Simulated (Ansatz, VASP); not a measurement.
## BiTe in VASP and in Ansatz

INCAR

```
PREC = Accurate
ENCUT = 520
EDIFF = 1E-6
ISMEAR = 0
SIGMA = 0.15
LREAL = F
LASPH = T
NELM = 80
ALGO = Normal
ISIF = 2
LWAVE = F
LCHARG = F
GGA = PE
NBANDS = 18
```

File KPOINTS:

```
regular mesh
0
Gamma
  12 12 12
```

The input POSCAR:

```
BiTe
1.0
    2.4909886969      1.4381729947      3.1379227438
   -2.4909886969      1.4381729947      3.1379227438
    0.0000000000     -2.8763459894      3.1379227438
Bi Te
1 1
Direct
    0.5000000000      0.5000000000      0.5000000000
    0.0000000000      0.0000000000      0.0000000000
```

Input for Ansatz:

```yaml
crystal:
  lattice:
    - [2.4909886969, 1.4381729947, 3.1379227438]
    - [-2.4909886969, 1.4381729947, 3.1379227438]
    - [0.0, -2.8763459894, 3.1379227438]
  atoms:
    - { symbol: Bi, position: [0.5, 0.5, 0.5] }
    - { symbol: Te, position: [0.0, 0.0, 0.0] }
basis:
  ecutwfc: 420
kpoints:
  mp_grid: { grid: [12, 12, 12] }
hamiltonian:
  xc: pbe
scf:
  occupations: { method: gaussian, width: 0.15 }
output:
  forces: true
  stress: true
  eigenvalues: true
  write_density: true
  write_potential: true
  elf: true
  volumetric_format: npy
```

Alike in both runs: task single point; functional PBE; k mesh 12 × 12 × 12; occupations gaussian, width 0.15 eV; no spin polarisation.

|  | VASP | Ansatz |
| --- | --- | --- |
| version | VASP 6.6.1 | Ansatz 0.2.0 |
| potentials or method | VASP PAW PBE potentials, release 64 (Bi_d, Te), cutoff 520 eV | scalar-relativistic, plane waves, PAW |
| valence electrons in the cell | 21 | 31 |

```tsv
	VASP	Ansatz	Ansatz less VASP
gap on the k mesh at the Fermi level (eV)	none	none	-
pressure (GPa)	-1.0	-0.9	+0.07
traceless stress, the component that is largest in VASP (GPa)	1.31	1.31	-0.001
```

A gap of «none» marks a metal or a gap that the smearing closes. The functional is the same, so the differences come from potentials, cutoffs and numerics. VASP's potentials hold 21 valence electrons a cell and Ansatz's 31, so a difference there can come from the potentials and not from the codes.

Spin-orbit coupling is off throughout.
